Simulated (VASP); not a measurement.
# Mg (Im-3m) in VASP: notebook

Mg is run at these levels: LDA; tasks: single point.

Everything below comes from runs of VASP 6.6.1. Logs are shortened: lines on timing, memory, paths and dates and some standing lists are left out, and cuts for length are marked.

## 1. The cell of the first run

It takes space group Im-3m (No. 229, cubic). Conventional cell: a = 2.688 Å, b = 2.688 Å, c = 2.688 Å, α = 90.00°, β = 90.00°, γ = 90.00°. Within 3.1 Å of Mg (site symmetry m-3m) lie 14 Mg at 2.33 to 2.69 Å.

## 2. Single point, LDA (volume scaled by 0.45)

Input file INCAR:

```
  PREC = Accurate
  ENCUT = 520
  EDIFF = 1E-7
  ISMEAR = -1
  SIGMA = 0.08
  LREAL = F
  LASPH = T
  NELM = 60
  ALGO = Normal
  ISIF = 2
  LWAVE = F
  LCHARG = F
  GGA = CA
  NBANDS = 7
```

Input file KPOINTS:

```
regular mesh
0
Gamma
  15 15 15
```

Input file POSCAR:

```
Mg
1.0
   -1.3440167569      1.3440167569      1.3440167569
    1.3440167569     -1.3440167569      1.3440167569
    1.3440167569      1.3440167569     -1.3440167569
Mg
1
Direct
    0.0000000000      0.0000000000      0.0000000000
```

Potentials or basis: VASP PAW LDA potentials, release 64 (Mg).

Started as:

```sh
$ cat potpaw_LDA.64/Mg/POTCAR > POTCAR
$ mpirun -np 1 vasp_std > vasp.out
```

OUTCAR:

```text
PREC = Accurate
   ENCUT = 520
   EDIFF = 1E-7
   ISMEAR = -1
   LREAL = F
   LASPH = T
   NELM = 60
   ISIF = 2
   GGA = CA

 ion  position               nearest neighbor table
   1  0.000  0.000  0.000-

  LATTYP: Found a body centered cubic cell.
 ALAT       =     2.6880335138

  Lattice vectors:

 A1 = (  -1.3440167569,   1.3440167569,   1.3440167569)
 A2 = (   1.3440167569,  -1.3440167569,   1.3440167569)
 A3 = (   1.3440167569,   1.3440167569,  -1.3440167569)

Analysis of symmetry for initial positions (statically):
=====================================================================
 Subroutine PRICEL returns:
 Original cell was already a primitive cell.

 Routine SETGRP: Setting up the symmetry group for a
 body centered cubic supercell.

 Subroutine GETGRP returns: Found 48 space group operations
[... 9 lines left out ...]

 Routine SETGRP: Setting up the symmetry group for a
 body centered cubic supercell.

 Subroutine GETGRP returns: Found 48 space group operations
[... 11 lines left out ...]
                                     Primitive cell

  volume of cell :       9.7112

  direct lattice vectors                    reciprocal lattice vectors
    -1.344016757  1.344016757  1.344016757     0.000000000  0.372019171  0.372019171
     1.344016757 -1.344016757  1.344016757     0.372019171  0.000000000  0.372019171
     1.344016757  1.344016757 -1.344016757     0.372019171  0.372019171  0.000000000

  length of vectors
     2.327905309  2.327905309  2.327905309     0.526114557  0.526114557  0.526114557

  position of ions in fractional coordinates (direct lattice)
     0.000000000  0.000000000  0.000000000

  ion indices of the primitive-cell ions
   primitive index   ion index
                 1           1

----------------------------------------------------------------------------------------

 KPOINTS: regular mesh

Automatic generation of k-mesh.
 Grid dimensions read from file:
 generate k-points for:   15   15   15

 Generating k-lattice:

  Cartesian coordinates                     Fractional coordinates (reciprocal lattice)
     0.000000000  0.024801278  0.024801278     0.066666667  0.000000000  0.000000000
     0.024801278  0.000000000  0.024801278     0.000000000  0.066666667  0.000000000
     0.024801278  0.024801278  0.000000000     0.000000000  0.000000000  0.066666667

  Length of vectors
     0.035074304  0.035074304  0.035074304

  Shift w.r.t. Gamma in fractional coordinates (k-lattice)
     0.000000000  0.000000000  0.000000000

 Subroutine IBZKPT returns following result:
 ===========================================

 Found    120 irreducible k-points:

 Following reciprocal coordinates:
            Coordinates               Weight
  0.000000  0.000000  0.000000      1.000000
  0.066667  0.000000  0.000000     12.000000
  0.133333  0.000000  0.000000     12.000000
  0.200000  0.000000  0.000000     12.000000
  0.266667  0.000000  0.000000     12.000000
  0.333333  0.000000  0.000000     12.000000
[... 16 lines left out ...]
  0.333333  0.200000 -0.000000     48.000000
  0.400000  0.200000  0.000000     24.000000
 [... further k-points ...]
   k-points           NKPTS =    120   k-points in BZ     NKDIM =    120   number of bands    NBANDS=      7
   number of dos      NEDOS =    301   number of ions     NIONS =      1
   total plane-waves  NPLWV =   5832
   dimension x,y,z NGX =    18 NGY =   18 NGZ =   18
   dimension x,y,z NGXF=    36 NGYF=   36 NGZF=   36
   ions per type =               1
   NGX,Y,Z   is equivalent  to a cutoff of  12.85, 12.85, 12.85 a.u.
   NGXF,Y,Z  is equivalent  to a cutoff of  25.71, 25.71, 25.71 a.u.
 SYSTEM =  unknown system
   PREC   = accura    normal or accurate (medium, high low for compatibility)
   ISTART =      0    job   : 0-new  1-cont  2-samecut
   ICHARG =      2    charge: 1-file 2-atom 10-const
   ISPIN  =      1    spin polarized calculation?
   LNONCOLLINEAR =      F non collinear calculations
   LSORBIT =      F    spin-orbit coupling
   LASPH  =      T    aspherical Exc in radial PAW
   ENCUT  =  520.0 eV  38.22 Ry    6.18 a.u.   4.33  4.33  4.33*2*pi/ulx,y,z
   NELM   =     60;   NELMIN=  2; NELMDL= -5     # of ELM steps
   EDIFF  = 0.1E-06   stopping-criterion for ELM
   LREAL  =      F    real-space projection
   EDIFFG = 0.1E-05   stopping-criterion for IOM
   NSW    =      0    number of steps for IOM
   IBRION =     -1    ionic relax: 0-MD 1-quasi-New 2-CG
   NFREE  =      0    steps in history (QN), initial steepest desc. (CG)
   ISIF   =      2    stress and relaxation
   ISYM   =      2    0-nonsym 1-usesym 2-fastsym
   POTIM  = 0.5000    time-step for ionic-motion
   TEBEG  =    0.0;   TEEND  =   0.0 temperature during run
   PSTRESS=    0.0 pullay stress
   NELECT =       2.0000    total number of electrons
   NUPDOWN=      -1.0000    fix difference up-down
   EMIN   =  10.00;   EMAX   =-10.00  energy-range for DOS
   EFERMI =   0.00;   METHOD = LEGACY
   ISMEAR =    -1;   SIGMA  =   0.08  broadening in eV -4-tet -1-fermi 0-gaus
   EFERMI_NEDOS =   21; number of points for ismear=-14 and -15
   IALGO  =     38    algorithm
   IMIX   =      4    mixing-type and parameters
     AMIX     =   0.40;   BMIX     =  1.00
     AMIX_MAG =   1.60;   BMIX_MAG =  1.00
  volume/ion in A,a.u.               =       9.71        65.53
  Fermi-wavevector in a.u.,A,eV,Ry     =   0.966778  1.826946 12.716821  0.934660
  Thomas-Fermi vector in A             =   2.096608
   LORBIT       =      0    0 simple, 1 ext, 2 COOP (PROOUT), +10 PAW based schemes
   GGA     = CA    functional components
   LHFCALC =     F    Hartree Fock is set to
   AEXX    =    0.0000 exact exchange contribution
   IVDW    =     0    specifies the selected vdW correction
   LEPSILON=     F    determine dielectric tensor
   LRPA    =     F    only Hartree local field effects (RPA)
 non-spin polarized calculation
  energy-cutoff  :      520.00
  volume of cell :        9.71
 maximum number of plane-waves:       269
 NGX is ok and might be reduce to    18
   NGX =  9   NGY =  9   NGZ =  9

 number of electron       2.0000000 magnetization

 Free energy of the ion-electron system (eV)
  ---------------------------------------------------
  ext. energy  EPLUGINS =         0.00000000
  ---------------------------------------------------
  free energy    TOTEN  =         1.06699572 eV

  energy without entropy =        1.07309571  energy(sigma->0) =        1.07004571

 E-fermi :   9.0974     XC(G=0): -11.9491

 val. band max:        9.0629021936   @ k =   0.3333   0.3333   0.0000
 cond. band min:       9.1243609397   @ k =  -0.4667  -0.4667   0.1333
 fundamental gap:      0.0614587461
 Fermi energy:         9.0973578365

 k-point     1 :       0.0000    0.0000    0.0000
  band No.  band energies     occupation
      1      -2.2998      2.00000
      2      28.8807      0.00000
      3      28.8807      0.00000
      4      28.8807      0.00000
      5      32.2479      0.00000
      6      32.2479      0.00000
      7      34.5600      0.00000

 k-point     2 :       0.0667    0.0000    0.0000
  band No.  band energies     occupation
      1      -2.1111      2.00000
      2      27.3083      0.00000
      3      27.9245      0.00000
      4      28.8234      0.00000
      5      30.9569      0.00000
      6      31.2433      0.00000
      7      35.8011      0.00000

 k-point     3 :       0.1333    0.0000    0.0000
  band No.  band energies     occupation
      1      -1.5502      2.00000
      2      23.8408      0.00000
      3      26.1993      0.00000
      4      28.6753      0.00000
      5      29.8410      0.00000
      6      30.8373      0.00000
      7      37.7190      0.00000

 k-point     4 :       0.2000    0.0000    0.0000
  band No.  band energies     occupation
      1      -0.6331      2.00000
      2      20.2946      0.00000
      3      24.5462      0.00000
      4      28.4881      0.00000
      5      28.6536      0.00000
      6      31.0064      0.00000
      7      39.0065      0.00000

 k-point     5 :       0.2667    0.0000    0.0000
  band No.  band energies     occupation
      1       0.6161      2.00000
      2      16.9770      0.00000
      3      23.1633      0.00000
      4      27.7352      0.00000
      5      28.3084      0.00000
      6      31.0328      0.00000
      7      39.2971      0.00000

 k-point     6 :       0.3333    0.0000    0.0000
  band No.  band energies     occupation
      1       2.1662      2.00000
      2      13.9261      0.00000
      3      22.1058      0.00000
      4      27.0775      0.00000
      5      28.1639      0.00000
      6      30.8121      0.00000
      7      39.5977      0.00000

 k-point     7 :       0.4000    0.0000    0.0000
  band No.  band energies     occupation
      1       3.9769      2.00000
      2      11.1466      0.00000
      3      21.3942      0.00000
      4      26.6582      0.00000
      5      28.0661      0.00000
      6      30.4906      0.00000
      7      39.6458      0.00000
[... 121 lines left out ...]
 k-point    20 :       0.4000    0.1333   -0.0000
  band No.  band energies     occupation
      1       6.3568      2.00000
      2       9.1465      0.70206
      3      18.0409      0.00000
      4      26.2135      0.00000
      5      28.5107      0.00000
      6      34.3235      0.00000
      7      37.2379      0.00000

 k-point    21 :       0.2000    0.2000    0.0000
  band No.  band energies     occupation
      1       2.5004      2.00000
      2      15.1583      0.00000
      3      17.9456      0.00000
      4      26.6551      0.00000
      5      29.5707      0.00000
      6      34.2152      0.00000
      7      38.1651      0.00000

 k-point    22 :       0.2667    0.2000   -0.0000
  band No.  band energies     occupation
      1       4.1317      2.00000
      2      12.9494      0.00000
      3      16.6454      0.00000
      4      26.0639      0.00000
      5      29.8239      0.00000
      6      34.7090      0.00000
      7      37.9322      0.00000

 k-point    23 :       0.3333    0.2000   -0.0000
  band No.  band energies     occupation
      1       5.9675      2.00000
      2      10.6481      0.00000
      3      15.9877      0.00000
      4      25.6757      0.00000
      5      29.9206      0.00000
      6      35.2705      0.00000
      7      37.4113      0.00000

 k-point    24 :       0.4000    0.2000    0.0000
  band No.  band energies     occupation
      1       7.4276      2.00000
      2       9.0192      1.45326
      3      15.7834      0.00000
      4      25.5403      0.00000
      5      29.9401      0.00000
      6      35.6045      0.00000
      7      37.1082      0.00000

 [... further k-points ...]
[... 5 lines left out ...]
  --------------------------------------------------------------------------------------
  -------------------------------------------------------------------------------------
  Total        9.1611094      9.1611094      9.1611094      0.0000000      0.0000000      0.0000000
  in kB     1511.4180729   1511.4180729   1511.4180729      0.0000000      0.0000000      0.0000000
  external PRESSURE =    1511.4180729 kB  Pullay stress =       0.0000000 kB

 VOLUME and BASIS-vectors are now :
 -----------------------------------------------------------------------------
  energy-cutoff  :      520.00
  volume of cell :        9.71
      direct lattice vectors                 reciprocal lattice vectors
    -1.344016757  1.344016757  1.344016757     0.000000000  0.372019171  0.372019171
     1.344016757 -1.344016757  1.344016757     0.372019171  0.000000000  0.372019171
     1.344016757  1.344016757 -1.344016757     0.372019171  0.372019171  0.000000000

 POSITION                                       TOTAL-FORCE (eV/Angst)
 -----------------------------------------------------------------------------------
      0.00000      0.00000      0.00000        -0.000000      0.000000     -0.000000
 -----------------------------------------------------------------------------------
    total drift:                                0.000000     -0.000000     -0.000000

  FREE ENERGIE OF THE ION-ELECTRON SYSTEM (eV)
  ---------------------------------------------------
  free  energy   TOTEN  =         1.0669957154 eV

  energy  without entropy=        1.0730957060  energy(sigma->0) =        1.07004571
```

It took 3.1 s on 1 thread of Intel Xeon 6975P-C (Granite Rapids), shared host; peak memory 0.11 GiB.

Results:

```
Free energy            : 1.0670 eV
Pressure               : 151.1 GPa
Band gap on the k mesh : zero (band 1 reaches 12.03 eV, above the bottom of band 2 at 8.18 eV)
```

(Continued in part 2 of 2.)
